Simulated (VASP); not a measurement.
# SnO in VASP: further runs, part 4 of 4

VASP 6.6.1. Earlier steps stand in the parts before.

## (7) Electric field gradients, PBEsol (equal xy, yz and zx shear strains of +1 %)

INCAR reads:

```
SYSTEM = SnO
PREC = Accurate
ENCUT = 520
EDIFF = 1E-8
ISMEAR = -1
SIGMA = 0.01
LREAL = .FALSE.
LASPH = .TRUE.
NELM = 60
ALGO = Normal
ISIF = 2
LWAVE = .FALSE.
LCHARG = .FALSE.
GGA = PS
LEFG = .TRUE.
NBANDS = 28
```

KPOINTS reads:

```
Automatic mesh
0
G
  8 8 6
  0 0 0
```

POSCAR reads:

```
SnO
1.0
    3.8020000000      0.0190100000      0.0190100000
    0.0190100000      3.8020000000      0.0190100000
    0.0241800000      0.0241800000      4.8360000000
Sn O
2 2
Direct
    0.0000000000      0.5000000000      0.2385000000
    0.5000000000      0.0000000000      0.7615000000
    0.0000000000      0.0000000000      0.0000000000
    0.5000000000      0.5000000000      0.0000000000
```

Potentials or basis: VASP PAW PBE potentials, release 64 (Sn_d, O).

Run with:

```console
$ cat potpaw_PBE.64/Sn_d/POTCAR potpaw_PBE.64/O/POTCAR > POTCAR
$ mpirun -np 1 vasp_std > vasp.out
```

OUTCAR:

```text
SYSTEM = SnO
   PREC = Accurate
   ENCUT = 520
   EDIFF = 1E-8
   ISMEAR = -1
   LREAL = .FALSE.
   LASPH = .TRUE.
   NELM = 60
   ISIF = 2
   GGA = PS

 ion  position               nearest neighbor table
   1  0.000  0.500  0.239-   3 2.21   4 2.21   3 2.23   4 2.23   2 3.53   2 3.53   2 3.53   2 3.58
                             2 3.67   2 3.68   2 3.68   2 3.73
   2  0.500  0.000  0.761-   4 2.21   3 2.21   3 2.23   4 2.23   1 3.53   1 3.53   1 3.53   1 3.58
                             1 3.67   1 3.68   1 3.68   1 3.73
   3  0.000  0.000  0.000-   2 2.21   1 2.21   1 2.23   2 2.23
   4  0.500  0.500  0.000-   2 2.21   1 2.21   2 2.23   1 2.23

  LATTYP: Found a base centered monoclinic cell.
 ALAT       =     5.4038579145
 B/A-ratio  =     0.9900252466
 C/A-ratio  =     0.8949385744
 COS(beta)  =    -0.0141062544

  Lattice vectors:

 A1 = (  -3.8020000000,  -0.0190100000,  -0.0190100000)
 A2 = (  -0.0190100000,  -3.8020000000,  -0.0190100000)
 A3 = (   0.0241800000,   0.0241800000,   4.8360000000)

Analysis of symmetry for initial positions (statically):
=====================================================================
 Subroutine PRICEL returns:
[... 952 lines left out ...]
      0.00000      0.00000      0.00000        -0.037275      0.037275     -0.000000
      1.91051      1.91051      0.01901         0.037275     -0.037275      0.000000
 -----------------------------------------------------------------------------------
    total drift:                                0.000000      0.000000      0.000000

  FREE ENERGIE OF THE ION-ELECTRON SYSTEM (eV)
  ---------------------------------------------------
  free  energy   TOTEN  =       -24.2073265814 eV

  energy  without entropy=      -24.2071317302  energy(sigma->0) =      -24.20722916

 Electric field gradients (V/A^2)
---------------------------------------------------------------------
 ion       V_xx      V_yy      V_zz      V_xy      V_xz      V_yz
---------------------------------------------------------------------
   1      80.718    80.718  -161.436    -1.518     9.277     9.277
   2      80.718    80.718  -161.436    -1.518     9.277     9.277
   3      -1.043    -1.043     2.086     3.165    -0.223    -0.223
   4      -1.043    -1.043     2.086     3.165    -0.223    -0.223
---------------------------------------------------------------------

 Electric field gradients after diagonalization (V/A^2)
 (convention: |V_zz| > |V_xx| > |V_yy|)
----------------------------------------------------------------------
 ion       V_xx      V_yy      V_zz     asymmetry (V_yy - V_xx)/ V_zz
----------------------------------------------------------------------
   1      82.236    79.913  -162.149       0.014
   2      82.236    79.913  -162.149       0.014
   3       2.419     1.788    -4.208       0.150
   4       2.419     1.788    -4.208       0.150
----------------------------------------------------------------------

           NMR quadrupolar parameters

 Cq : quadrupolar parameter    Cq=e*Q*V_zz/h
 eta: asymmetry parameters     (V_yy - V_xx)/ V_zz
 Q  : nuclear electric quadrupole moment in mb (millibarn)
----------------------------------------------------------------------
 ion       Cq(MHz)       eta       Q (mb)
----------------------------------------------------------------------
   1      -0.392       0.014       1.000
   2      -0.392       0.014       1.000
   3      -0.010       0.150       1.000
   4      -0.010       0.150       1.000
----------------------------------------------------------------------
```

stdout:

```text
POSCAR found type information on POSCAR SnO
 POSCAR found :  2 types and       4 ions
 scaLAPACK will be used
 -----------------------------------------------------------------------------
|                                                                             |
|                                                                             |
|     You enforced a specific xc type in the INCAR file but a different       |
|     I HOPE YOU KNOW WHAT YOU ARE DOING!                                     |
|                                                                             |
 -----------------------------------------------------------------------------

 LDA part: xc-table for (Slater+PW92), standard interpolation
 POSCAR, INCAR and KPOINTS ok, starting setup
 FFT: planning ... GRIDC
 FFT: planning ... GRID_SOFT
 FFT: planning ... GRID
 WAVECAR not read
 entering main loop
ion   1

ion   2

ion   3

ion   4
```

Run time: 4.7 min. Hardware: 1 thread of Oxide Virtual Turin-like, shared host; peak memory 0.26 GiB.

Results:

```
Free energy            : -24.2073 eV
Pressure               : 0.2 GPa
Largest force          : 0.174 eV/Å
Band gap on the k mesh : zero (filled and empty bands touch)
```

Forces on the atoms (eV/Å):
```
Sn  -0.058 -0.058  0.153
Sn   0.058  0.058 -0.153
O   -0.037  0.037  0.000
O    0.037 -0.037  0.000
```

Stress tensor (GPa, compression positive):
```
 0.35 -0.82 -0.53
-0.82  0.35 -0.53
-0.53 -0.53 -0.07
```

Electric field gradients, principal values (V/Å²):
```csv
atom,least,middle,greatest (by size)
1 Sn,79.913,82.236,-162.149
2 Sn,79.913,82.236,-162.149
3 O,1.788,2.419,-4.208
4 O,1.788,2.419,-4.208
```

Caveat: the cell differs from its parent crystal (equal xy, yz and zx shear strains of +1 %); without QUAD_EFG the Cq values of the log hold for a quadrupole moment of 1 mb, not for the nuclei; the PAW data sets were made with another functional, which shifts forces and pressure a little; spin-orbit coupling is left out, which moves the levels of the heavy elements.

## (8) Overview

| cell | gap on the mesh (eV) | pressure (GPa) | largest force (eV/Å) |
| --- | --- | --- | --- |
| a = 3.688, b = 3.688, c = 4.836 Å, 4 atoms | none | 7.6 | 0.94 |
| a = 3.764, b = 3.764, c = 4.836 Å, 4 atoms | none | 2.4 | 0.41 |
| a = 3.878, b = 3.878, c = 4.836 Å, 4 atoms | 0.23 | -3.6 | 0.29 |
| a = 3.802, b = 3.802, c = 4.836 Å, 4 atoms | 0.01 | 0.2 | 0.15 |
| a = 3.802, b = 3.802, c = 4.836 Å, angles 89.4°, 4 atoms | none | 0.2 | 0.17 |

Alike in all rows: task electric field gradients; level PBEsol; potentials or basis VASP PAW PBE potentials, release 64 (Sn_d, O); no spin polarisation; k mesh 8 × 8 × 6; cutoff (eV) 520; smearing fermi-dirac 0.01 eV.

Caveats: the PAW data sets were made with another functional, which shifts forces and pressure a little; spin-orbit coupling is left out, which moves the levels of the heavy elements.

Total energies depend on the potentials used, so only differences within one code and one set of settings carry meaning.
